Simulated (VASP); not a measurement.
# Cs (Fm-3m) in VASP: further runs, part 2 of 2

VASP 6.6.1.

**4. Single point, LDA (volume scaled by 1.04)**

INCAR reads:

```
  PREC = Accurate
  ENCUT = 520
  EDIFF = 1E-6
  ISMEAR = -1
  SIGMA = 0.1
  LREAL = F
  LASPH = T
  NELM = 60
  ALGO = Normal
  ISIF = 2
  LWAVE = F
  LCHARG = F
  NBANDS = 10
```

KPOINTS reads:

```
regular mesh
0
Gamma
  9 9 9
```

POSCAR reads:

```
Cs
1.0
    0.0000000000      3.6842827754      3.6842827754
    3.6842827754      0.0000000000      3.6842827754
    3.6842827754      3.6842827754      0.0000000000
Cs
1
Direct
    0.0000000000      0.0000000000      0.0000000000
```

Potentials or basis: VASP PAW LDA potentials, release 64 (Cs_sv).

Started as:

```
> cat potpaw_LDA.64/Cs_sv/POTCAR > POTCAR
> mpirun -np 1 vasp_std > vasp.out
```

OUTCAR:

```text
PREC = Accurate
   ENCUT = 520
   EDIFF = 1E-6
   ISMEAR = -1
   LREAL = F
   LASPH = T
   NELM = 60
   ISIF = 2

 ion  position               nearest neighbor table
   1  0.000  0.000  0.000-

  LATTYP: Found a face centered cubic cell.
 ALAT       =     7.3685655508

  Lattice vectors:

 A1 = (   0.0000000000,   3.6842827754,   3.6842827754)
 A2 = (   3.6842827754,   0.0000000000,   3.6842827754)
 A3 = (   3.6842827754,   3.6842827754,   0.0000000000)

[... 487 lines left out ...]
      9       4.8116      0.00000
     10       5.2445      0.00000

 [... further k-points ...]

------------------------ aborting loop because EDIFF is reached ----------------------------------------

  FORCE on cell =-STRESS in cart. coord.  units (eV):
  Direction    XX          YY          ZZ          XY          YZ          ZX
  --------------------------------------------------------------------------------------
  -------------------------------------------------------------------------------------
  Total       -0.0664898     -0.0664898     -0.0664898      0.0000000      0.0000000     -0.0000000
  in kB       -1.0650662     -1.0650662     -1.0650662      0.0000000      0.0000000     -0.0000000
  external PRESSURE =      -1.0650662 kB  Pullay stress =       0.0000000 kB

 VOLUME and BASIS-vectors are now :
 -----------------------------------------------------------------------------
  energy-cutoff  :      520.00
  volume of cell :      100.02
      direct lattice vectors                 reciprocal lattice vectors
     0.000000000  3.684282775  3.684282775    -0.135711624  0.135711624  0.135711624
     3.684282775  0.000000000  3.684282775     0.135711624 -0.135711624  0.135711624
     3.684282775  3.684282775  0.000000000     0.135711624  0.135711624 -0.135711624

 POSITION                                       TOTAL-FORCE (eV/Angst)
 -----------------------------------------------------------------------------------
      0.00000      0.00000      0.00000         0.000000     -0.000000      0.000000
 -----------------------------------------------------------------------------------
    total drift:                               -0.000000     -0.000000     -0.000000

  FREE ENERGIE OF THE ION-ELECTRON SYSTEM (eV)
  ---------------------------------------------------
  free  energy   TOTEN  =        -1.0139451944 eV

  energy  without entropy=       -0.9750326654  energy(sigma->0) =       -0.99448893
```

OSZICAR:

```text
N       E                     dE             d eps       ncg     rms          rms(c)
DAV:   1     0.490965291107E+02    0.49097E+02   -0.29363E+03   700   0.632E+02
DAV:   2     0.368000062036E+01   -0.45417E+02   -0.44318E+02   880   0.108E+02
DAV:   3    -0.951819193898E+00   -0.46318E+01   -0.46255E+01   812   0.401E+01
DAV:   4    -0.101524750173E+01   -0.63428E-01   -0.63417E-01   920   0.561E+00
DAV:   5    -0.101557817966E+01   -0.33068E-03   -0.33067E-03   880   0.368E-01    0.137E-01
DAV:   6    -0.101431223725E+01    0.12659E-02   -0.19001E-03   876   0.196E-01    0.814E-02
DAV:   7    -0.101391820554E+01    0.39403E-03   -0.24872E-03   858   0.222E-01    0.365E-02
DAV:   8    -0.101394445248E+01   -0.26247E-04   -0.52453E-05   814   0.489E-02    0.402E-03
DAV:   9    -0.101394519444E+01   -0.74196E-06   -0.17176E-06   800   0.651E-03
   1 F= -.10139452E+01 E0= -.99448893E+00  d E =-.389125E-01
```

stdout:

```text
POSCAR found type information on POSCAR Cs
 POSCAR found :  1 types and       1 ions
 scaLAPACK will be used
 LDA part: xc-table for (Slater(with rela. corr.)+CA(PZ))
 , standard interpolation
 POSCAR, INCAR and KPOINTS ok, starting setup
 FFT: planning ... GRIDC
 FFT: planning ... GRID_SOFT
 FFT: planning ... GRID
 WAVECAR not read
 entering main loop
```

Run time: 29 s. Hardware: 1 thread of Intel Xeon 8259CL, shared host; peak memory 0.2 GiB.

Results:

```yaml
Free_energy: -1.0139 eV
Pressure: -0.1 GPa
```

Levels at points of the mesh, in eV from the Fermi level:
| k point | band 3 | band 4 | band 5 | band 6 | band 7 | band 8 |
| --- | --- | --- | --- | --- | --- | --- |
| (0.00, 0.00, 0.00) | -10.45 | -10.45 | -1.83 | 2.47 | 2.47 | 2.47 |

Caveat: spin-orbit coupling is left out, which moves the levels of the heavy elements.

**5. Single point, LDA (volume scaled by 1.08)**

INCAR reads:

```
SYSTEM = Cs
  PREC = Accurate
  ENCUT = 520
  EDIFF = 1E-6
  ISMEAR = -1
  SIGMA = 0.1
  LREAL = .FALSE.
  LASPH = .TRUE.
  NELM = 100
  ALGO = Normal
  ISIF = 2
  LWAVE = .FALSE.
  LCHARG = .FALSE.
  NBANDS = 10
```

KPOINTS reads:

```
regular mesh
0
G
  9 9 9
  0 0 0
```

POSCAR reads:

```
Cs
1.0
    0.0000000000      3.7309242176      3.7309242176
    3.7309242176      0.0000000000      3.7309242176
    3.7309242176      3.7309242176      0.0000000000
Cs
1
Direct
    0.0000000000      0.0000000000      0.0000000000
```

Started as:

```
> cat potpaw_LDA.64/Cs_sv/POTCAR > POTCAR
> mpirun -np 1 vasp_std > vasp.out
```

It took 22 s on 1 thread of Intel Xeon 8259CL, shared host; peak memory 0.2 GiB.

It converged, with:

| Quantity | Value |
| --- | --- |
| Free energy | -1.0108 eV |
| Pressure | -0.2 GPa |

Levels at points of the mesh, in eV from the Fermi level:
| k point | band 1 | band 2 | band 3 | band 4 | band 5 | band 6 | band 7 | band 8 | band 9 | band 10 |
| --- | --- | --- | --- | --- | --- | --- | --- | --- | --- | --- |
| (0.00, 0.00, 0.00) | -23.76 | -10.48 | -10.48 | -10.48 | -1.79 | 2.45 | 2.45 | 2.45 | 3.62 | 3.62 |

Caveat: spin-orbit coupling is left out, which moves the levels of the heavy elements.

**6. Overview**

| cell | gap on the mesh (eV) | pressure (GPa) |
| --- | --- | --- |
| a = 5.073 Å, angles 60.0°, 1 atom | none | 0.1 |
| a = 5.143 Å, angles 60.0°, 1 atom | none | 0.0 |
| a = 5.210 Å, angles 60.0°, 1 atom | none | -0.1 |
| a = 5.276 Å, angles 60.0°, 1 atom | none | -0.2 |

Alike in all rows: task single point; level LDA; potentials or basis VASP PAW LDA potentials, release 64 (Cs_sv); no spin polarisation; k mesh 9 × 9 × 9; cutoff (eV) 520; smearing fermi-dirac 0.1 eV.

Caveats: spin-orbit coupling is left out, which moves the levels of the heavy elements.

Absolute energies hang on the potentials; compare differences alone.
